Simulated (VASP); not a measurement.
# CuF (P6_3/mmc) in VASP: settings compared

Aim: see how the results for CuF move with the level of theory and the settings. Levels: PBEsol, LDA, PBE, r2SCAN. Tasks: single point.

All numbers are computed with VASP 6.6.1; they aren't measurements. Logs are shortened: lines on timing, memory, paths and dates and some standing lists are left out, and cuts for length are marked.

## (1) The cell of the first run

Symmetry: P6_3/mmc, No. 194, hexagonal system. The conventional cell has a = 3.489 Å, b = 3.489 Å, c = 5.104 Å, α = 90.00°, β = 90.00°, γ = 120.00°. Cu (site symmetry -6m2) has 5 F at 2.01 to 2.55 Å within 2.7 Å. F (site symmetry -6m2) has 5 Cu at 2.01 to 2.55 Å within 2.7 Å.

## (2) Single point, PBEsol

Contents of INCAR:

```
PREC     = Accurate       # precision mode
ENCUT    = 700            # plane-wave cutoff, eV
EDIFF    = 1E-6           # SCF threshold, eV
ISMEAR   = -1             # smearing method
SIGMA    = 0.02           # smearing width, eV
LREAL    = False          # projectors in reciprocal space
LASPH    = True           # aspherical terms in the spheres
NELM     = 120            # most SCF steps
ALGO     = Normal         # electronic algorithm
ISIF     = 2              # what is computed and relaxed
LWAVE    = False          # write WAVECAR
LCHARG   = False          # write CHGCAR
GGA      = PS             # functional
NBANDS   = 34             # bands
GGA_COMPAT= False
```

Contents of KPOINTS:

```
regular mesh
0
Gamma
  12 12 4
```

Contents of POSCAR:

```
CuF
1.0
    3.4893758966      0.0000000000      0.0000000000
   -1.7446879483      3.0218881699      0.0000000000
    0.0000000000      0.0000000000      5.1035353539
Cu F
2 2
Direct
    0.3333333333      0.6666666667      0.2500000000
    0.6666666667      0.3333333333      0.7500000000
    0.6666666667      0.3333333333      0.2500000000
    0.3333333333      0.6666666667      0.7500000000
```

Potentials or basis: VASP PAW PBE potentials, release 64 (Cu_sv_GW, F).

Started as:

```
cat potpaw_PBE.64/Cu_sv_GW/POTCAR potpaw_PBE.64/F/POTCAR > POTCAR
mpirun -np 1 vasp_std > vasp.out
```

OUTCAR:

```text
PREC = Accurate
   ENCUT = 700
   EDIFF = 1E-6
   ISMEAR = -1
   LREAL = False
   LASPH = True
   NELM = 120
   ISIF = 2
   GGA = PS

 ion  position               nearest neighbor table
   1  0.333  0.667  0.250-   3 2.01   3 2.01   3 2.01
   2  0.667  0.333  0.750-   4 2.01   4 2.01   4 2.01
   3  0.667  0.333  0.250-   1 2.01   1 2.01   1 2.01
   4  0.333  0.667  0.750-   2 2.01   2 2.01   2 2.01

  LATTYP: Found a hexagonal cell.
 ALAT       =     3.4893758966
 C/A-ratio  =     1.4625925968

  Lattice vectors:

 A1 = (   3.4893758966,   0.0000000000,   0.0000000000)
 A2 = (  -1.7446879483,   3.0218881699,   0.0000000000)
 A3 = (   0.0000000000,   0.0000000000,   5.1035353539)

Analysis of symmetry for initial positions (statically):
=====================================================================
 Subroutine PRICEL returns:
 Original cell was already a primitive cell.

 Routine SETGRP: Setting up the symmetry group for a
 hexagonal supercell.

 Subroutine GETGRP returns: Found 24 space group operations
 (whereof 12 operations were pure point group operations)
 out of a pool of 24 trial point group operations.

The static configuration has the point symmetry D_3d.
 The point group associated with its full space group is D_6h.

Analysis of symmetry for dynamics (positions and initial velocities):
=====================================================================
 Subroutine PRICEL returns:
 Original cell was already a primitive cell.

 Routine SETGRP: Setting up the symmetry group for a
 hexagonal supercell.

 Subroutine GETGRP returns: Found 24 space group operations
 (whereof 12 operations were pure point group operations)
 out of a pool of 24 trial point group operations.

The dynamic configuration has the point symmetry D_3d.
 The point group associated with its full space group is D_6h.

 Subroutine INISYM returns: Found 24 space group operations
 (whereof 12 operations are pure point group operations),
 and found     1 'primitive' translations

----------------------------------------------------------------------------------------

                                     Primitive cell

  volume of cell :      53.8142

  direct lattice vectors                    reciprocal lattice vectors
     3.489375897  0.000000000  0.000000000     0.286584200  0.165459465  0.000000000
    -1.744687948  3.021888170  0.000000000     0.000000000  0.330918930  0.000000000
     0.000000000  0.000000000  5.103535354     0.000000000  0.000000000  0.195942603

  length of vectors
     3.489375897  3.489375897  5.103535354     0.330918930  0.330918930  0.195942603

  position of ions in fractional coordinates (direct lattice)
     0.333333333  0.666666667  0.250000000
     0.666666667  0.333333333  0.750000000
     0.666666667  0.333333333  0.250000000
     0.333333333  0.666666667  0.750000000

  ion indices of the primitive-cell ions
   primitive index   ion index
                 1           1
                 2           2
                 3           3
                 4           4

----------------------------------------------------------------------------------------

 KPOINTS: regular mesh

Automatic generation of k-mesh.
 Grid dimensions read from file:
 generate k-points for:   12   12    4

 Generating k-lattice:

  Cartesian coordinates                     Fractional coordinates (reciprocal lattice)
     0.023882017  0.013788289  0.000000000     0.083333333  0.000000000  0.000000000
     0.000000000  0.027576578  0.000000000     0.000000000  0.083333333  0.000000000
     0.000000000  0.000000000  0.048985651     0.000000000  0.000000000  0.250000000

  Length of vectors
     0.027576578  0.027576578  0.048985651

  Shift w.r.t. Gamma in fractional coordinates (k-lattice)
     0.000000000  0.000000000  0.000000000

 Subroutine IBZKPT returns following result:
 ===========================================

 Found     57 irreducible k-points:

 Following reciprocal coordinates:
            Coordinates               Weight
  0.000000  0.000000  0.000000      1.000000
  0.083333 -0.000000  0.000000      6.000000
  0.166667 -0.000000  0.000000      6.000000
  0.250000 -0.000000  0.000000      6.000000
  0.333333  0.000000  0.000000      6.000000
  0.416667 -0.000000  0.000000      6.000000
[... 16 lines left out ...]
  0.250000 -0.000000  0.250000     12.000000
  0.333333  0.000000  0.250000     12.000000
 [... further k-points ...]
   k-points           NKPTS =     57   k-points in BZ     NKDIM =     57   number of bands    NBANDS=     34
   number of dos      NEDOS =    301   number of ions     NIONS =      4
   total plane-waves  NPLWV =  43200
   dimension x,y,z NGX =    30 NGY =   30 NGZ =   48
   dimension x,y,z NGXF=    60 NGYF=   60 NGZF=   96
   ions per type =               2   2
   NGX,Y,Z   is equivalent  to a cutoff of  14.29, 14.29, 15.64 a.u.
   NGXF,Y,Z  is equivalent  to a cutoff of  28.59, 28.59, 31.27 a.u.
 SYSTEM =  unknown system
   PREC   = accura    normal or accurate (medium, high low for compatibility)
   ISTART =      0    job   : 0-new  1-cont  2-samecut
   ICHARG =      2    charge: 1-file 2-atom 10-const
   ISPIN  =      1    spin polarized calculation?
   LNONCOLLINEAR =      F non collinear calculations
   LSORBIT =      F    spin-orbit coupling
   LASPH  =      T    aspherical Exc in radial PAW
   ENCUT  =  700.0 eV  51.45 Ry    7.17 a.u.   7.53  7.53 11.01*2*pi/ulx,y,z
   NELM   =    120;   NELMIN=  2; NELMDL= -5     # of ELM steps
   EDIFF  = 0.1E-05   stopping-criterion for ELM
   LREAL  =      F    real-space projection
   EDIFFG = 0.1E-04   stopping-criterion for IOM
   NSW    =      0    number of steps for IOM
   IBRION =     -1    ionic relax: 0-MD 1-quasi-New 2-CG
   NFREE  =      0    steps in history (QN), initial steepest desc. (CG)
   ISIF   =      2    stress and relaxation
   ISYM   =      2    0-nonsym 1-usesym 2-fastsym
   POTIM  = 0.5000    time-step for ionic-motion
   TEBEG  =    0.0;   TEEND  =   0.0 temperature during run
   PSTRESS=    0.0 pullay stress
   NELECT =      52.0000    total number of electrons
   NUPDOWN=      -1.0000    fix difference up-down
   EMIN   =  10.00;   EMAX   =-10.00  energy-range for DOS
   EFERMI =   0.00;   METHOD = LEGACY
   ISMEAR =    -1;   SIGMA  =   0.02  broadening in eV -4-tet -1-fermi 0-gaus
   EFERMI_NEDOS =   21; number of points for ismear=-14 and -15
   IALGO  =     38    algorithm
   IMIX   =      4    mixing-type and parameters
     AMIX     =   0.40;   BMIX     =  1.00
     AMIX_MAG =   1.60;   BMIX_MAG =  1.00
  volume/ion in A,a.u.               =      13.45        90.79
  Fermi-wavevector in a.u.,A,eV,Ry     =   1.618491  3.058504 35.640623  2.619512
  Thomas-Fermi vector in A             =   2.712745
   LORBIT       =      0    0 simple, 1 ext, 2 COOP (PROOUT), +10 PAW based schemes
   GGA     = PS    functional components
   LHFCALC =     F    Hartree Fock is set to
   AEXX    =    0.0000 exact exchange contribution
   IVDW    =     0    specifies the selected vdW correction
   LEPSILON=     F    determine dielectric tensor
   LRPA    =     F    only Hartree local field effects (RPA)
 non-spin polarized calculation
  energy-cutoff  :      700.00
  volume of cell :       53.81
 maximum number of plane-waves:      2286
   NGX = 15   NGY = 15   NGZ = 23

 number of electron      52.0000001 magnetization

 Free energy of the ion-electron system (eV)
  ---------------------------------------------------
  ext. energy  EPLUGINS =         0.00000000
  ---------------------------------------------------
  free energy    TOTEN  =       -15.49490348 eV

  energy without entropy =      -15.48982541  energy(sigma->0) =      -15.49236444

 E-fermi :   3.1737     XC(G=0): -10.6322

 val. band max:        3.1692091478   @ k =   0.0833  -0.0000   0.0000
 cond. band min:       3.1863721021   @ k =   0.0000   0.0000   0.0000
 fundamental gap:      0.0171629543
 Fermi energy:         3.1737158405

 k-point     1 :       0.0000    0.0000    0.0000
  band No.  band energies     occupation
      1    -107.2848      2.00000
      2    -107.2845      2.00000
      3     -64.9245      2.00000
      4     -64.9184      2.00000
      5     -64.8669      2.00000
      6     -64.8669      2.00000
[... 26 lines left out ...]
     33      15.1483      0.00000
     34      17.4408      0.00000

 k-point     2 :       0.0833   -0.0000    0.0000
  band No.  band energies     occupation
      1    -107.2848      2.00000
      2    -107.2845      2.00000
      3     -64.9243      2.00000
      4     -64.9183      2.00000
      5     -64.8672      2.00000
      6     -64.8670      2.00000
[... 26 lines left out ...]
     33      15.5247      0.00000
     34      17.7082      0.00000

 k-point     3 :       0.1667   -0.0000    0.0000
  band No.  band energies     occupation
      1    -107.2848      2.00000
      2    -107.2845      2.00000
      3     -64.9236      2.00000
      4     -64.9185      2.00000
      5     -64.8677      2.00000
      6     -64.8673      2.00000
[... 26 lines left out ...]
     33      16.0807      0.00000
     34      16.2452      0.00000

 k-point     4 :       0.2500   -0.0000    0.0000
  band No.  band energies     occupation
      1    -107.2848      2.00000
      2    -107.2843      2.00000
      3     -64.9233      2.00000
      4     -64.9187      2.00000
      5     -64.8679      2.00000
      6     -64.8676      2.00000
[... 26 lines left out ...]
     33      14.4748      0.00000
     34      17.1187      0.00000

 k-point     5 :       0.3333    0.0000    0.0000
  band No.  band energies     occupation
      1    -107.2847      2.00000
      2    -107.2843      2.00000
      3     -64.9225      2.00000
      4     -64.9191      2.00000
      5     -64.8681      2.00000
      6     -64.8679      2.00000
[... 621 lines left out ...]
 k-point    22 :       0.1667   -0.0000    0.2500
  band No.  band energies     occupation
      1    -107.2847      2.00000
      2    -107.2846      2.00000
      3     -64.9227      2.00000
      4     -64.9194      2.00000
      5     -64.8674      2.00000
      6     -64.8671      2.00000
[... 26 lines left out ...]
     33      15.0210      0.00000
     34      15.4933      0.00000

 k-point    23 :       0.2500   -0.0000    0.2500
  band No.  band energies     occupation
      1    -107.2848      2.00000
      2    -107.2847      2.00000
      3     -64.9226      2.00000
      4     -64.9197      2.00000
      5     -64.8679      2.00000
      6     -64.8675      2.00000
[... 26 lines left out ...]
     33      14.3985      0.00000
     34      15.8257      0.00000

 k-point    24 :       0.3333    0.0000    0.2500
  band No.  band energies     occupation
      1    -107.2845      2.00000
      2    -107.2845      2.00000
      3     -64.9222      2.00000
      4     -64.9201      2.00000
      5     -64.8679      2.00000
      6     -64.8675      2.00000
[... 26 lines left out ...]
     33      14.0864      0.00000
     34      16.0027      0.00000

 [... further k-points ...]

------------------------ aborting loop because EDIFF is reached ----------------------------------------

  FORCE on cell =-STRESS in cart. coord.  units (eV):
  Direction    XX          YY          ZZ          XY          YZ          ZX
  --------------------------------------------------------------------------------------
  -------------------------------------------------------------------------------------
  Total       -0.6985868     -0.6985868     -0.7671544      0.0000000     -0.0000000      0.0000000
  in kB      -20.7985798    -20.7985798    -22.8399980      0.0000000     -0.0000000      0.0000000
  external PRESSURE =     -21.4790526 kB  Pullay stress =       0.0000000 kB

 VOLUME and BASIS-vectors are now :
 -----------------------------------------------------------------------------
  energy-cutoff  :      700.00
  volume of cell :       53.81
      direct lattice vectors                 reciprocal lattice vectors
     3.489375897  0.000000000  0.000000000     0.286584200  0.165459465  0.000000000
    -1.744687948  3.021888170  0.000000000     0.000000000  0.330918930  0.000000000
     0.000000000  0.000000000  5.103535354     0.000000000  0.000000000  0.195942603

 POSITION                                       TOTAL-FORCE (eV/Angst)
 -----------------------------------------------------------------------------------
     -0.00000      2.01459      1.27588         0.000000     -0.000000      0.000000
      1.74469      1.00730      3.82765        -0.000000      0.000000      0.000000
      1.74469      1.00730      1.27588        -0.000000      0.000000     -0.000000
     -0.00000      2.01459      3.82765         0.000000     -0.000000     -0.000000
 -----------------------------------------------------------------------------------
    total drift:                               -0.000000      0.000000     -0.000000

  FREE ENERGIE OF THE ION-ELECTRON SYSTEM (eV)
  ---------------------------------------------------
  free  energy   TOTEN  =       -15.4949034775 eV

  energy  without entropy=      -15.4898254124  energy(sigma->0) =      -15.49236444
```

Wall time 89 s (1 thread of Intel Xeon 6975P-C (Granite Rapids), shared host); peak memory 0.3 GiB.

Results:

```yaml
Free_energy: -15.4949 eV
Pressure: -2.1 GPa
Band_gap_on_the_k_mesh: zero (bands 26 and 27 overlap by 0.05 eV)
```

Stress tensor (GPa, compression positive):
```
-2.08  0.00  0.00
 0.00 -2.08  0.00
 0.00  0.00 -2.28
```

Levels at points of the mesh, in eV from the Fermi level:
```
           k point  band 23  band 24  band 25  band 26  band 27  band 28  band 29  band 30
(0.00, 0.00, 0.00)    -0.86     0.01     0.01     0.03     0.03     3.63     4.99    11.34
(0.50, 0.00, 0.00)    -0.80    -0.69    -0.68    -0.56     3.23     4.03     6.60     7.38
(0.00, 0.00, 0.50)     0.02     0.02     0.02     0.02     0.49     0.49     9.27     9.27
(0.50, 0.00, 0.50)    -0.61    -0.61    -0.56    -0.56     3.99     3.99     5.18     5.18
```

Caveat: the PAW data sets were made with another functional, which shifts forces and pressure a little. With open d or f shells a metallic result of PBEsol can be an artefact of self-interaction; +U or a hybrid may open a gap.

(Continued in part 2 of 2.)
